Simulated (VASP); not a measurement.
# MnSb (Fm-3m) in VASP: single point with PBE

Aim: the single point of MnSb with PBE.

All numbers are computed with VASP 6.6.1; they aren't measurements. Logs are shortened: lines on timing, memory, paths and dates and some standing lists are left out, and cuts for length are marked.

### 1 The cell of the first run

The structure is cubic, space group Fm-3m (No. 225). The conventional cell has a = 5.590 Å, b = 5.590 Å, c = 5.590 Å, α = 90.00°, β = 90.00°, γ = 90.00°. Sb (site symmetry m-3m) has 6 Mn at 2.80 Å within 3.7 Å. Mn (site symmetry m-3m) has 6 Sb at 2.80 Å within 3.7 Å.

### 2 Single point, PBE, collinear spin, ferromagnetic start

Input file INCAR:

```
ALGO     = Normal         # electronic algorithm
EDIFF    = 1E-6           # SCF threshold, eV
ENCUT    = 680            # plane-wave cutoff, eV
GGA      = PE             # functional
GGA_COMPAT= False        
ISIF     = 2              # what is computed and relaxed
ISMEAR   = -1             # smearing method
ISPIN    = 2              # spin polarisation
LASPH    = True           # aspherical terms in the spheres
LCHARG   = False          # write CHGCAR
LMAXMIX  = 4              # l up to which the mixer works
LORBIT   = 11             # projections on sites
LREAL    = False          # projectors in reciprocal space
LWAVE    = False          # write WAVECAR
MAGMOM   = 0 6            # initial moments
NBANDS   = 26             # bands
NELM     = 200            # most SCF steps
NUPDOWN  = 6.0            # fixed moment
PREC     = Accurate       # precision mode
SIGMA    = 0.05           # smearing width, eV
```

Input file KPOINTS:

```
k-points
0
Gamma
  7 7 7
```

Input file POSCAR:

```
MnSb
1.0
    0.0000000000      2.7950160000      2.7950160000
    2.7950160000      0.0000000000      2.7950160000
    2.7950160000      2.7950160000      0.0000000000
Sb Mn
1 1
Direct
    0.5000000000      0.5000000000      0.5000000000
    0.0000000000      0.0000000000      0.0000000000
```

Potentials or basis: VASP PAW PBE potentials, release 64 (Sb_d_GW, Mn_sv).

Run with:

```bash
$ cat potpaw_PBE.64/Sb_d_GW/POTCAR potpaw_PBE.64/Mn_sv/POTCAR > POTCAR
$ mpirun -np 1 vasp_std > vasp.out
```

OUTCAR:

```text
EDIFF = 1E-6
   ENCUT = 680
   GGA = PE
   ISIF = 2
   ISMEAR = -1
   ISPIN = 2
   LASPH = True
   LORBIT = 11
   LREAL = False
   NELM = 200
   NUPDOWN = 6.0
   PREC = Accurate

 ion  position               nearest neighbor table
   1  0.500  0.500  0.500-   2 2.80   2 2.80   2 2.80   2 2.80   2 2.80   2 2.80
   2  0.000  0.000  0.000-   1 2.80   1 2.80   1 2.80   1 2.80   1 2.80   1 2.80

  LATTYP: Found a face centered cubic cell.
 ALAT       =     5.5900320000

  Lattice vectors:

 A1 = (   0.0000000000,   2.7950160000,   2.7950160000)
 A2 = (   2.7950160000,   0.0000000000,   2.7950160000)
 A3 = (   2.7950160000,   2.7950160000,   0.0000000000)

Analysis of symmetry for initial positions (statically):
=====================================================================
 Subroutine PRICEL returns:
 Original cell was already a primitive cell.

 Routine SETGRP: Setting up the symmetry group for a
 face centered cubic supercell.

 Subroutine GETGRP returns: Found 48 space group operations
 (whereof 48 operations were pure point group operations)
 out of a pool of 48 trial point group operations.

The static configuration has the point symmetry O_h .

Analysis of symmetry for dynamics (positions and initial velocities):
=====================================================================
 Subroutine PRICEL returns:
 Original cell was already a primitive cell.

 Routine SETGRP: Setting up the symmetry group for a
 face centered cubic supercell.

 Subroutine GETGRP returns: Found 48 space group operations
 (whereof 48 operations were pure point group operations)
 out of a pool of 48 trial point group operations.

The dynamic configuration has the point symmetry O_h .

Analysis of structural, dynamic, and magnetic symmetry:
=====================================================================
 Subroutine PRICEL returns:
 Original cell was already a primitive cell.

 Routine SETGRP: Setting up the symmetry group for a
 face centered cubic supercell.

 Subroutine GETGRP returns: Found 48 space group operations
 (whereof 48 operations were pure point group operations)
 out of a pool of 48 trial point group operations.

The overall configuration has the point symmetry O_h .

 Subroutine INISYM returns: Found 48 space group operations
 (whereof 48 operations are pure point group operations),
 and found     1 'primitive' translations

----------------------------------------------------------------------------------------

                                     Primitive cell

  volume of cell :      43.6700

  direct lattice vectors                    reciprocal lattice vectors
     0.000000000  2.795016000  2.795016000    -0.178889853  0.178889853  0.178889853
     2.795016000  0.000000000  2.795016000     0.178889853 -0.178889853  0.178889853
     2.795016000  2.795016000  0.000000000     0.178889853  0.178889853 -0.178889853

  length of vectors
     3.952749534  3.952749534  3.952749534     0.309846314  0.309846314  0.309846314

  position of ions in fractional coordinates (direct lattice)
     0.500000000  0.500000000  0.500000000
     0.000000000  0.000000000  0.000000000

  ion indices of the primitive-cell ions
   primitive index   ion index
                 1           1
                 2           2

----------------------------------------------------------------------------------------

 KPOINTS: k-points

Automatic generation of k-mesh.
 Grid dimensions read from file:
 generate k-points for:    7    7    7

 Generating k-lattice:

  Cartesian coordinates                     Fractional coordinates (reciprocal lattice)
    -0.025555693  0.025555693  0.025555693     0.142857143  0.000000000  0.000000000
     0.025555693 -0.025555693  0.025555693     0.000000000  0.142857143  0.000000000
     0.025555693  0.025555693 -0.025555693     0.000000000  0.000000000  0.142857143

  Length of vectors
     0.044263759  0.044263759  0.044263759

  Shift w.r.t. Gamma in fractional coordinates (k-lattice)
     0.000000000  0.000000000  0.000000000

 Subroutine IBZKPT returns following result:
 ===========================================

 Found     20 irreducible k-points:

 Following reciprocal coordinates:
            Coordinates               Weight
  0.000000  0.000000  0.000000      1.000000
  0.142857  0.000000  0.000000      8.000000
  0.285714  0.000000  0.000000      8.000000
  0.428571  0.000000  0.000000      8.000000
  0.142857  0.142857  0.000000      6.000000
  0.285714  0.142857  0.000000     24.000000
[... 12 lines left out ...]
 -0.428571  0.428571  0.142857     24.000000
 -0.285714  0.428571  0.142857     24.000000
   k-points           NKPTS =     20   k-points in BZ     NKDIM =     20   number of bands    NBANDS=     26
   number of dos      NEDOS =    301   number of ions     NIONS =      2
   total plane-waves  NPLWV =  46656
   dimension x,y,z NGX =    36 NGY =   36 NGZ =   36
   dimension x,y,z NGXF=    72 NGYF=   72 NGZF=   72
   ions per type =               1   1
   NGX,Y,Z   is equivalent  to a cutoff of  15.14, 15.14, 15.14 a.u.
   NGXF,Y,Z  is equivalent  to a cutoff of  30.28, 30.28, 30.28 a.u.
 SYSTEM =  unknown system
   PREC   = accura    normal or accurate (medium, high low for compatibility)
   ISTART =      0    job   : 0-new  1-cont  2-samecut
   ICHARG =      2    charge: 1-file 2-atom 10-const
   ISPIN  =      2    spin polarized calculation?
   LNONCOLLINEAR =      F non collinear calculations
   LSORBIT =      F    spin-orbit coupling
   LASPH  =      T    aspherical Exc in radial PAW
   ENCUT  =  680.0 eV  49.98 Ry    7.07 a.u.   8.40  8.40  8.40*2*pi/ulx,y,z
   NELM   =    200;   NELMIN=  2; NELMDL= -5     # of ELM steps
   EDIFF  = 0.1E-05   stopping-criterion for ELM
   LREAL  =      F    real-space projection
   EDIFFG = 0.1E-04   stopping-criterion for IOM
   NSW    =      0    number of steps for IOM
   IBRION =     -1    ionic relax: 0-MD 1-quasi-New 2-CG
   NFREE  =      0    steps in history (QN), initial steepest desc. (CG)
   ISIF   =      2    stress and relaxation
   ISYM   =      2    0-nonsym 1-usesym 2-fastsym
   POTIM  = 0.5000    time-step for ionic-motion
   TEBEG  =    0.0;   TEEND  =   0.0 temperature during run
   PSTRESS=    0.0 pullay stress
   NELECT =      30.0000    total number of electrons
   NUPDOWN=       6.0000    fix difference up-down
   EMIN   =  10.00;   EMAX   =-10.00  energy-range for DOS
   EFERMI =   0.00;   METHOD = LEGACY
   ISMEAR =    -1;   SIGMA  =   0.05  broadening in eV -4-tet -1-fermi 0-gaus
   EFERMI_NEDOS =   21; number of points for ismear=-14 and -15
   IALGO  =     38    algorithm
   IMIX   =      4    mixing-type and parameters
     AMIX     =   0.40;   BMIX     =  1.00
     AMIX_MAG =   1.60;   BMIX_MAG =  1.00
  volume/ion in A,a.u.               =      21.83       147.35
  Fermi-wavevector in a.u.,A,eV,Ry     =   1.444511  2.729731 28.390093  2.086613
  Thomas-Fermi vector in A             =   2.562798
   LORBIT       =     11    0 simple, 1 ext, 2 COOP (PROOUT), +10 PAW based schemes
   GGA     = PE    functional components
   LHFCALC =     F    Hartree Fock is set to
   AEXX    =    0.0000 exact exchange contribution
   IVDW    =     0    specifies the selected vdW correction
   LEPSILON=     F    determine dielectric tensor
   LRPA    =     F    only Hartree local field effects (RPA)
 spin polarized calculation
  energy-cutoff  :      680.00
  volume of cell :       43.67
 maximum number of plane-waves:      1807
 NGX is ok and might be reduce to    36
   NGX = 17   NGY = 17   NGZ = 17

 number of electron      29.9999989 magnetization       5.9999996

 Free energy of the ion-electron system (eV)
  ---------------------------------------------------
  ext. energy  EPLUGINS =         0.00000000
  ---------------------------------------------------
  free energy    TOTEN  =       -10.74286441 eV

  energy without entropy =      -10.72941092  energy(sigma->0) =      -10.73613766

 E-fermi :   5.6768     XC(G=0): -10.8349

 val. band max:        9.2235411470   @ k =  -0.1429   0.1429   0.0000
 cond. band min:       5.7379266319   @ k =  -0.4286   0.1429   0.0000
 fundamental gap:     -3.4856145151
 Fermi energy:         9.2343669700

 spin component 1

 k-point     1 :       0.0000    0.0000    0.0000
  band No.  band energies     occupation
      1     -74.9599      1.00000
      2     -43.7016      1.00000
      3     -43.7016      1.00000
      4     -43.7016      1.00000
      5     -21.4444      1.00000
      6     -21.4444      1.00000
[... 18 lines left out ...]
     25      16.2356      0.00000
     26      16.2489      0.00000
[... 527 lines left out ...]
      3     -43.7036      1.00000
      4     -43.7028      1.00000
      5     -21.4467      1.00000
      6     -21.4373      1.00000
[... 18 lines left out ...]
     25      22.0766      0.00000
     26      22.6462      0.00000
 Fermi energy:         5.6768299350

 spin component 2

 k-point     1 :       0.0000    0.0000    0.0000
  band No.  band energies     occupation
      1     -70.2419      1.00000
      2     -39.0679      1.00000
      3     -39.0679      1.00000
      4     -39.0679      1.00000
      5     -21.3105      1.00000
      6     -21.3105      1.00000
[... 18 lines left out ...]
     25      17.9502      0.00000
     26      17.9634      0.00000
[... 528 lines left out ...]
      4     -39.0695      1.00000
      5     -21.3123      1.00000
      6     -21.3038      1.00000
[... 18 lines left out ...]
     25      23.7079      0.00000
     26      23.9887      0.00000

------------------------ aborting loop because EDIFF is reached ----------------------------------------

  FORCE on cell =-STRESS in cart. coord.  units (eV):
  Direction    XX          YY          ZZ          XY          YZ          ZX
  --------------------------------------------------------------------------------------
  -------------------------------------------------------------------------------------
  Total        4.3799201      4.3799201      4.3799201      0.0000000      0.0000000     -0.0000000
  in kB      160.6918623    160.6918623    160.6918623      0.0000000      0.0000000     -0.0000000
  external PRESSURE =     160.6918623 kB  Pullay stress =       0.0000000 kB

 VOLUME and BASIS-vectors are now :
 -----------------------------------------------------------------------------
  energy-cutoff  :      680.00
  volume of cell :       43.67
      direct lattice vectors                 reciprocal lattice vectors
     0.000000000  2.795016000  2.795016000    -0.178889853  0.178889853  0.178889853
     2.795016000  0.000000000  2.795016000     0.178889853 -0.178889853  0.178889853
     2.795016000  2.795016000  0.000000000     0.178889853  0.178889853 -0.178889853

 POSITION                                       TOTAL-FORCE (eV/Angst)
 -----------------------------------------------------------------------------------
      2.79502      2.79502      2.79502         0.000000      0.000000      0.000000
      0.00000      0.00000      0.00000         0.000000     -0.000000     -0.000000
 -----------------------------------------------------------------------------------
    total drift:                                0.000000      0.000000      0.000000

  FREE ENERGIE OF THE ION-ELECTRON SYSTEM (eV)
  ---------------------------------------------------
  free  energy   TOTEN  =       -10.7428644082 eV

  energy  without entropy=      -10.7294109179  energy(sigma->0) =      -10.73613766

 total charge

# of ion       s       p       d       f       tot
--------------------------------------------------
    1        1.287   1.547  10.013   0.012  12.860
    2        2.195   6.031   4.581   0.000  12.808
--------------------------------------------------
tot          3.482   7.579  14.594   0.012  25.667

 magnetization (x)

# of ion       s       p       d       f       tot
--------------------------------------------------
    1        0.051   0.467   0.054   0.009   0.582
    2        0.081   0.050   4.067   0.000   4.198
--------------------------------------------------
tot          0.132   0.518   4.121   0.009   4.780
```

Run time: 58 s. Hardware: 1 thread of Intel Xeon Platinum 8488C (Sapphire Rapids), shared host; peak memory 0.28 GiB.

Results:

* Free energy: -10.7429 eV
* Pressure: 16.1 GPa
* Net moment: 6.00 μB per cell
* Site moments: Sb +0.58; Mn +4.20 μB
* Valence electrons inside the program's atomic spheres: Sb 12.86; Mn 12.81

Caveat: the cell stands under pressure; spin-orbit coupling is left out, which moves the levels of the heavy elements; the total moment is fixed, so each spin has its own Fermi level and the state may be an excited one; a cell with one magnetic atom can't hold antiferromagnetic order, which such compounds often take.
